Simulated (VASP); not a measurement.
# HfZrSe3 in VASP: notebook

Runs on HfZrSe3. Level: PBE. Tasks: single point.

Program: VASP 6.6.1. These are calculated values, not measurements. Logs are shortened: lines on timing, memory, paths and dates and some standing lists are left out, and cuts for length are marked.

## (1) The cell of the first run

Symmetry: Pm-3m, No. 221, cubic system. The conventional cell has a = 5.112 Å, b = 5.112 Å, c = 5.112 Å, α = 90.00°, β = 90.00°, γ = 90.00°. Zr (site symmetry m-3m) has 6 Se at 2.56 Å within 3.4 Å. Hf (site symmetry m-3m) has 12 Se at 3.61 Å and 8 Zr at 4.43 Å within 4.7 Å. Se (site symmetry 4/mmm) has 2 Zr at 2.56 Å within 3.4 Å.

## (2) Single point, PBE

Contents of INCAR:

```
SYSTEM = HfZrSe3
ALGO = Normal
EDIFF = 1E-6
ENCUT = 500
GGA = PE
GGA_COMPAT = .FALSE.
ISIF = 2
ISMEAR = 0
LASPH = .TRUE.
LCHARG = .TRUE.
LELF = .TRUE.
LREAL = .FALSE.
LVHAR = .TRUE.
LWAVE = .FALSE.
NBANDS = 28
NELM = 120
PREC = Accurate
SIGMA = 0.15
```

Contents of KPOINTS:

```
k-points
0
G
  3 3 3
  0 0 0
```

Contents of POSCAR:

```
HfZrSe3
1.0
    5.1115355884      0.0000000000      0.0000000000
    0.0000000000      5.1115355884      0.0000000000
    0.0000000000      0.0000000000      5.1115355884
Zr Hf Se
1 1 3
Direct
    0.5000000000      0.5000000000      0.5000000000
    0.0000000000      0.0000000000      0.0000000000
    0.5000000000      0.5000000000      0.0000000000
    0.0000000000      0.5000000000      0.5000000000
    0.5000000000      0.0000000000      0.5000000000
```

Potentials or basis: VASP PAW PBE potentials, release 64 (Zr_sv, Hf_pv, Se).

Command:

```
> cat potpaw_PBE.64/Zr_sv/POTCAR potpaw_PBE.64/Hf_pv/POTCAR potpaw_PBE.64/Se/POTCAR > POTCAR
> mpirun -np 1 vasp_std > vasp.out
```

OUTCAR:

```text
SYSTEM = HfZrSe3
   EDIFF = 1E-6
   ENCUT = 500
   GGA = PE
   ISIF = 2
   ISMEAR = 0
   LASPH = .TRUE.
   LREAL = .FALSE.
   NELM = 120
   PREC = Accurate

 ion  position               nearest neighbor table
   1  0.500  0.500  0.500-   3 2.56   4 2.56   5 2.56   3 2.56   5 2.56   4 2.56
   2  0.000  0.000  0.000-
   3  0.500  0.500  0.000-   1 2.56   1 2.56
   4  0.000  0.500  0.500-   1 2.56   1 2.56
   5  0.500  0.000  0.500-   1 2.56   1 2.56

  LATTYP: Found a simple cubic cell.
 ALAT       =     5.1115355884

  Lattice vectors:

 A1 = (   5.1115355884,   0.0000000000,   0.0000000000)
 A2 = (   0.0000000000,   5.1115355884,   0.0000000000)
 A3 = (   0.0000000000,   0.0000000000,   5.1115355884)

Analysis of symmetry for initial positions (statically):
=====================================================================
 Subroutine PRICEL returns:
 Original cell was already a primitive cell.

 Routine SETGRP: Setting up the symmetry group for a
 simple cubic supercell.

 Subroutine GETGRP returns: Found 48 space group operations
 (whereof 48 operations were pure point group operations)
 out of a pool of 48 trial point group operations.

The static configuration has the point symmetry O_h .

Analysis of symmetry for dynamics (positions and initial velocities):
=====================================================================
 Subroutine PRICEL returns:
 Original cell was already a primitive cell.

 Routine SETGRP: Setting up the symmetry group for a
 simple cubic supercell.

 Subroutine GETGRP returns: Found 48 space group operations
 (whereof 48 operations were pure point group operations)
 out of a pool of 48 trial point group operations.

The dynamic configuration has the point symmetry O_h .

 Subroutine INISYM returns: Found 48 space group operations
 (whereof 48 operations are pure point group operations),
 and found     1 'primitive' translations

----------------------------------------------------------------------------------------

                                     Primitive cell

  volume of cell :     133.5532

  direct lattice vectors                    reciprocal lattice vectors
     5.111535588  0.000000000  0.000000000     0.195635926  0.000000000  0.000000000
     0.000000000  5.111535588  0.000000000     0.000000000  0.195635926  0.000000000
     0.000000000  0.000000000  5.111535588     0.000000000  0.000000000  0.195635926

  length of vectors
     5.111535588  5.111535588  5.111535588     0.195635926  0.195635926  0.195635926

  position of ions in fractional coordinates (direct lattice)
     0.500000000  0.500000000  0.500000000
     0.000000000  0.000000000  0.000000000
     0.500000000  0.500000000  0.000000000
     0.000000000  0.500000000  0.500000000
     0.500000000  0.000000000  0.500000000

  ion indices of the primitive-cell ions
   primitive index   ion index
                 1           1
                 2           2
                 3           3
                 4           4
                 5           5

----------------------------------------------------------------------------------------

 KPOINTS: k-points

Automatic generation of k-mesh.
 Grid dimensions read from file:
 generate k-points for:    3    3    3

 Generating k-lattice:

  Cartesian coordinates                     Fractional coordinates (reciprocal lattice)
     0.065211975  0.000000000  0.000000000     0.333333333  0.000000000  0.000000000
     0.000000000  0.065211975  0.000000000     0.000000000  0.333333333  0.000000000
     0.000000000  0.000000000  0.065211975     0.000000000  0.000000000  0.333333333

  Length of vectors
     0.065211975  0.065211975  0.065211975

  Shift w.r.t. Gamma in fractional coordinates (k-lattice)
     0.000000000  0.000000000  0.000000000

 Subroutine IBZKPT returns following result:
 ===========================================

 Found      4 irreducible k-points:

 Following reciprocal coordinates:
            Coordinates               Weight
  0.000000  0.000000  0.000000      1.000000
  0.333333  0.000000  0.000000      6.000000
  0.333333  0.333333  0.000000     12.000000
  0.333333  0.333333  0.333333      8.000000
   k-points           NKPTS =      4   k-points in BZ     NKDIM =      4   number of bands    NBANDS=     28
   number of dos      NEDOS =    301   number of ions     NIONS =      5
   total plane-waves  NPLWV =  64000
   dimension x,y,z NGX =    40 NGY =   40 NGZ =   40
   dimension x,y,z NGXF=    80 NGYF=   80 NGZF=   80
   ions per type =               1   1   3
   NGX,Y,Z   is equivalent  to a cutoff of  13.01, 13.01, 13.01 a.u.
   NGXF,Y,Z  is equivalent  to a cutoff of  26.02, 26.02, 26.02 a.u.
 SYSTEM =  HfZrSe3
   PREC   = accura    normal or accurate (medium, high low for compatibility)
   ISTART =      0    job   : 0-new  1-cont  2-samecut
   ICHARG =      2    charge: 1-file 2-atom 10-const
   ISPIN  =      1    spin polarized calculation?
   LNONCOLLINEAR =      F non collinear calculations
   LSORBIT =      F    spin-orbit coupling
   LASPH  =      T    aspherical Exc in radial PAW
   ENCUT  =  500.0 eV  36.75 Ry    6.06 a.u.   9.32  9.32  9.32*2*pi/ulx,y,z
   NELM   =    120;   NELMIN=  2; NELMDL= -5     # of ELM steps
   EDIFF  = 0.1E-05   stopping-criterion for ELM
   LREAL  =      F    real-space projection
   EDIFFG = 0.1E-04   stopping-criterion for IOM
   NSW    =      0    number of steps for IOM
   IBRION =     -1    ionic relax: 0-MD 1-quasi-New 2-CG
   NFREE  =      0    steps in history (QN), initial steepest desc. (CG)
   ISIF   =      2    stress and relaxation
   ISYM   =      2    0-nonsym 1-usesym 2-fastsym
   POTIM  = 0.5000    time-step for ionic-motion
   TEBEG  =    0.0;   TEEND  =   0.0 temperature during run
   PSTRESS=    0.0 pullay stress
   NELECT =      40.0000    total number of electrons
   NUPDOWN=      -1.0000    fix difference up-down
   EMIN   =  10.00;   EMAX   =-10.00  energy-range for DOS
   EFERMI =   0.00;   METHOD = LEGACY
   ISMEAR =     0;   SIGMA  =   0.15  broadening in eV -4-tet -1-fermi 0-gaus
   EFERMI_NEDOS =   21; number of points for ismear=-14 and -15
   IALGO  =     38    algorithm
   IMIX   =      4    mixing-type and parameters
     AMIX     =   0.40;   BMIX     =  1.00
     AMIX_MAG =   1.60;   BMIX_MAG =  1.00
  volume/ion in A,a.u.               =      26.71       180.25
  Fermi-wavevector in a.u.,A,eV,Ry     =   1.095326  2.069866 16.323444  1.199739
  Thomas-Fermi vector in A             =   2.231648
   LORBIT       =      0    0 simple, 1 ext, 2 COOP (PROOUT), +10 PAW based schemes
   GGA     = PE    functional components
   LHFCALC =     F    Hartree Fock is set to
   AEXX    =    0.0000 exact exchange contribution
   IVDW    =     0    specifies the selected vdW correction
   LEPSILON=     F    determine dielectric tensor
   LRPA    =     F    only Hartree local field effects (RPA)
 non-spin polarized calculation
 Gauss-broadening in eV      SIGMA  =   0.15
  energy-cutoff  :      500.00
  volume of cell :      133.55
 maximum number of plane-waves:      3422
 NGX is ok and might be reduce to    40
   NGX = 19   NGY = 19   NGZ = 19

 number of electron      40.0000005 magnetization

 Free energy of the ion-electron system (eV)
  ---------------------------------------------------
  ext. energy  EPLUGINS =         0.00000000
  ---------------------------------------------------
  free energy    TOTEN  =       -29.66353627 eV

  energy without entropy =      -29.60574494  energy(sigma->0) =      -29.63464061

 E-fermi :   4.6484     XC(G=0):  -9.5992

 val. band max:        4.2867955534   @ k =   0.0000   0.0000   0.0000
 cond. band min:       4.6612403629   @ k =   0.3333   0.3333   0.0000
 fundamental gap:      0.3744448095
 Fermi energy:         4.6483757753

 k-point     1 :       0.0000    0.0000    0.0000
  band No.  band energies     occupation
      1     -45.0268      2.00000
      2     -28.8243      2.00000
      3     -28.8243      2.00000
      4     -28.8243      2.00000
      5     -23.1603      2.00000
      6     -23.1603      2.00000
[... 20 lines left out ...]
     27       5.3712      0.00000
     28       5.3712      0.00000

 k-point     2 :       0.3333    0.0000    0.0000
  band No.  band energies     occupation
      1     -45.0269      2.00000
      2     -28.8250      2.00000
      3     -28.8242      2.00000
      4     -28.8242      2.00000
      5     -23.1735      2.00000
      6     -23.1597      2.00000
[... 20 lines left out ...]
     27       6.3888      0.00000
     28       6.3949      0.00000

 k-point     3 :       0.3333    0.3333    0.0000
  band No.  band energies     occupation
      1     -45.0269      2.00000
      2     -28.8249      2.00000
      3     -28.8249      2.00000
      4     -28.8242      2.00000
      5     -23.1729      2.00000
      6     -23.1728      2.00000
[... 20 lines left out ...]
     27       6.5132      0.00000
     28       7.2492      0.00000

 k-point     4 :       0.3333    0.3333    0.3333
  band No.  band energies     occupation
      1     -45.0270      2.00000
      2     -28.8249      2.00000
      3     -28.8249      2.00000
      4     -28.8249      2.00000
      5     -23.1722      2.00000
      6     -23.1722      2.00000
[... 20 lines left out ...]
     27       6.6903      0.00000
     28       6.6903      0.00000

------------------------ aborting loop because EDIFF is reached ----------------------------------------

  FORCE on cell =-STRESS in cart. coord.  units (eV):
  Direction    XX          YY          ZZ          XY          YZ          ZX
  --------------------------------------------------------------------------------------
  -------------------------------------------------------------------------------------
  Total       -0.3255382     -0.3255382     -0.3255382     -0.0000000     -0.0000000     -0.0000000
  in kB       -3.9053363     -3.9053363     -3.9053363     -0.0000000     -0.0000000     -0.0000000
  external PRESSURE =      -3.9053363 kB  Pullay stress =       0.0000000 kB

 VOLUME and BASIS-vectors are now :
 -----------------------------------------------------------------------------
  energy-cutoff  :      500.00
  volume of cell :      133.55
      direct lattice vectors                 reciprocal lattice vectors
     5.111535588  0.000000000  0.000000000     0.195635926  0.000000000  0.000000000
     0.000000000  5.111535588  0.000000000     0.000000000  0.195635926  0.000000000
     0.000000000  0.000000000  5.111535588     0.000000000  0.000000000  0.195635926

 POSITION                                       TOTAL-FORCE (eV/Angst)
 -----------------------------------------------------------------------------------
      2.55577      2.55577      2.55577         0.000000      0.000000      0.000000
      0.00000      0.00000      0.00000         0.000000      0.000000      0.000000
      2.55577      2.55577      0.00000         0.000000      0.000000      0.000000
      0.00000      2.55577      2.55577         0.000000      0.000000      0.000000
      2.55577      0.00000      2.55577         0.000000      0.000000      0.000000
 -----------------------------------------------------------------------------------
    total drift:                                0.000000      0.000000     -0.000000

  FREE ENERGIE OF THE ION-ELECTRON SYSTEM (eV)
  ---------------------------------------------------
  free  energy   TOTEN  =       -29.6635362713 eV

  energy  without entropy=      -29.6057449405  energy(sigma->0) =      -29.63464061
```

Wall time 54 s (1 thread of Intel Xeon 8259CL, shared host); peak memory 0.24 GiB.

Results:

| Property | Result |
| --- | --- |
| Free energy | -29.6635 eV |
| Pressure | -0.4 GPa |
| Band gap on the k mesh | zero (band 20 reaches 4.66 eV, above the bottom of band 21 at 3.91 eV) |

Caveat: the k points lie up to 0.41 Å⁻¹ apart; spin-orbit coupling is left out, which moves the levels of the heavy elements.

## (3) Single point, PBE

This run uses another cell than the first one, of 26.09 Å³/atom, 0.977 times its volume.

Contents of INCAR:

```
SYSTEM = HfZrSe3
PREC = Accurate
ENCUT = 500
EDIFF = 1E-6
ISMEAR = 0
SIGMA = 0.15
LREAL = .FALSE.
LASPH = .TRUE.
NELM = 120
ALGO = Normal
ISIF = 2
LWAVE = .FALSE.
LCHARG = .FALSE.
GGA = PE
NBANDS = 28
GGA_COMPAT = .FALSE.
```

Contents of KPOINTS:

```
regular mesh
0
G
  3 3 3
  0 0 0
```

Contents of POSCAR:

```
HfZrSe3
1.0
    3.5597921977      2.0552469836      2.9713259263
   -3.5597921977      2.0552469836      2.9713259263
    0.0000000000     -4.1104939672      2.9713259263
Zr Hf Se
1 1 3
Direct
    0.0000000000      0.0000000000      0.0000000000
    0.5000000000      0.5000000000      0.5000000000
    0.5000000000      0.5000000000      0.0000000000
    0.0000000000      0.5000000000      0.5000000000
    0.5000000000      0.0000000000      0.5000000000
```

Potentials or basis: VASP PAW PBE potentials, release 64 (Zr_sv, Hf_pv, Se).

Command:

```
> cat potpaw_PBE.64/Zr_sv/POTCAR potpaw_PBE.64/Hf_pv/POTCAR potpaw_PBE.64/Se/POTCAR > POTCAR
> mpirun -np 1 vasp_std > vasp.out
```

OUTCAR:

```text
SYSTEM = HfZrSe3
   PREC = Accurate
   ENCUT = 500
   EDIFF = 1E-6
   ISMEAR = 0
   LREAL = .FALSE.
   LASPH = .TRUE.
   NELM = 120
   ISIF = 2
   GGA = PE

 ion  position               nearest neighbor table
   1  0.000  0.000  0.000-
   2  0.500  0.500  0.500-   3 2.54   3 2.54   5 2.54   4 2.54   5 2.54   4 2.54
   3  0.500  0.500  0.000-   2 2.54   2 2.54
   4  0.000  0.500  0.500-   2 2.54   2 2.54
   5  0.500  0.000  0.500-   2 2.54   2 2.54

  LATTYP: Found a trigonal (rhomboedric) cell.
 ALAT       =     5.0719757900
 COS(alpha) =     0.0147987695

  Lattice vectors:

 A1 = (   3.5597921977,   2.0552469836,   2.9713259263)
 A2 = (  -3.5597921977,   2.0552469836,   2.9713259263)
 A3 = (   0.0000000000,  -4.1104939672,   2.9713259263)

Analysis of symmetry for initial positions (statically):
=====================================================================
 Subroutine PRICEL returns:
 Original cell was already a primitive cell.

 Routine SETGRP: Setting up the symmetry group for a
 trigonal (rhombohedral) supercell.

 Subroutine GETGRP returns: Found 12 space group operations
 (whereof 12 operations were pure point group operations)
 out of a pool of 12 trial point group operations.

The static configuration has the point symmetry D_3d.

Analysis of symmetry for dynamics (positions and initial velocities):
=====================================================================
 Subroutine PRICEL returns:
 Original cell was already a primitive cell.

 Routine SETGRP: Setting up the symmetry group for a
 trigonal (rhombohedral) supercell.

 Subroutine GETGRP returns: Found 12 space group operations
 (whereof 12 operations were pure point group operations)
 out of a pool of 12 trial point group operations.

The dynamic configuration has the point symmetry D_3d.

 Subroutine INISYM returns: Found 12 space group operations
[... 101 lines left out ...]
   IALGO  =     38    algorithm
   IMIX   =      4    mixing-type and parameters
     AMIX     =   0.40;   BMIX     =  1.00
     AMIX_MAG =   1.60;   BMIX_MAG =  1.00
  volume/ion in A,a.u.               =      26.09       176.04
  Fermi-wavevector in a.u.,A,eV,Ry     =   1.103989  2.086237 16.582669  1.218792
  Thomas-Fermi vector in A             =   2.240455
   LORBIT       =      0    0 simple, 1 ext, 2 COOP (PROOUT), +10 PAW based schemes
   GGA     = PE    functional components
   LHFCALC =     F    Hartree Fock is set to
   AEXX    =    0.0000 exact exchange contribution
   IVDW    =     0    specifies the selected vdW correction
   LEPSILON=     F    determine dielectric tensor
   LRPA    =     F    only Hartree local field effects (RPA)
 non-spin polarized calculation
 Gauss-broadening in eV      SIGMA  =   0.15
  energy-cutoff  :      500.00
  volume of cell :      130.43
 maximum number of plane-waves:      3329
 NGX is ok and might be reduce to    40
   NGX = 19   NGY = 19   NGZ = 19

 number of electron      39.9999997 magnetization

 Free energy of the ion-electron system (eV)
  ---------------------------------------------------
  ext. energy  EPLUGINS =         0.00000000
  ---------------------------------------------------
  free energy    TOTEN  =       -30.45438730 eV

  energy without entropy =      -30.35299999  energy(sigma->0) =      -30.40369365

 E-fermi :   4.9002     XC(G=0):  -9.6588

 val. band max:        4.9001074467   @ k =  -0.3333   0.3333   0.3333
 cond. band min:       4.9059747767   @ k =   0.3333  -0.0000   0.0000
 fundamental gap:      0.0058673300
 Fermi energy:         4.9002308483

 k-point     1 :       0.0000    0.0000    0.0000
  band No.  band energies     occupation
      1     -46.1176      2.00000
      2     -26.7614      2.00000
      3     -26.7614      2.00000
      4     -26.7589      2.00000
      5     -24.0589      2.00000
      6     -24.0413      2.00000
[... 175 lines left out ...]
     27       7.2784      0.00000
     28       7.3038      0.00000

------------------------ aborting loop because EDIFF is reached ----------------------------------------

  FORCE on cell =-STRESS in cart. coord.  units (eV):
  Direction    XX          YY          ZZ          XY          YZ          ZX
  --------------------------------------------------------------------------------------
  -------------------------------------------------------------------------------------
  Total        0.2476985      0.2476985      0.0183148      0.0000000      0.0000000      0.0000000
  in kB        3.0425918      3.0425918      0.2249685      0.0000000      0.0000000      0.0000000
  external PRESSURE =       2.1033841 kB  Pullay stress =       0.0000000 kB

 VOLUME and BASIS-vectors are now :
 -----------------------------------------------------------------------------
  energy-cutoff  :      500.00
  volume of cell :      130.43
      direct lattice vectors                 reciprocal lattice vectors
     3.559792198  2.055246984  2.971325926     0.140457637  0.081093254  0.112183362
    -3.559792198  2.055246984  2.971325926    -0.140457637  0.081093254  0.112183362
     0.000000000 -4.110493967  2.971325926     0.000000000 -0.162186509  0.112183362

 POSITION                                       TOTAL-FORCE (eV/Angst)
 -----------------------------------------------------------------------------------
      0.00000      0.00000      0.00000        -0.000000      0.000000      0.000000
      0.00000      0.00000      4.45699         0.000000     -0.000000     -0.000000
      0.00000      2.05525      2.97133        -0.000000      0.000000     -0.000000
     -1.77990     -1.02762      2.97133        -0.000000      0.000000     -0.000000
      1.77990     -1.02762      2.97133        -0.000000     -0.000000      0.000000
 -----------------------------------------------------------------------------------
    total drift:                                0.000000      0.000000     -0.000000

  FREE ENERGIE OF THE ION-ELECTRON SYSTEM (eV)
  ---------------------------------------------------
  free  energy   TOTEN  =       -30.4543873007 eV

  energy  without entropy=      -30.3529999902  energy(sigma->0) =      -30.40369365
```

Wall time 52 s (1 thread of Intel Xeon 8259CL, shared host); peak memory 0.25 GiB.

What came out:

```yaml
Free_energy: -30.4544 eV
Pressure: 0.2 GPa
Band_gap_on_the_k_mesh: zero (band 20 reaches 4.92 eV, above the bottom of band 21 at 4.13 eV)
```

Stress tensor (GPa, compression positive):
```
0.30 0.00 0.00
0.00 0.30 0.00
0.00 0.00 0.02
```

Caveat: the k points lie up to 0.41 Å⁻¹ apart; spin-orbit coupling is left out, which moves the levels of the heavy elements.
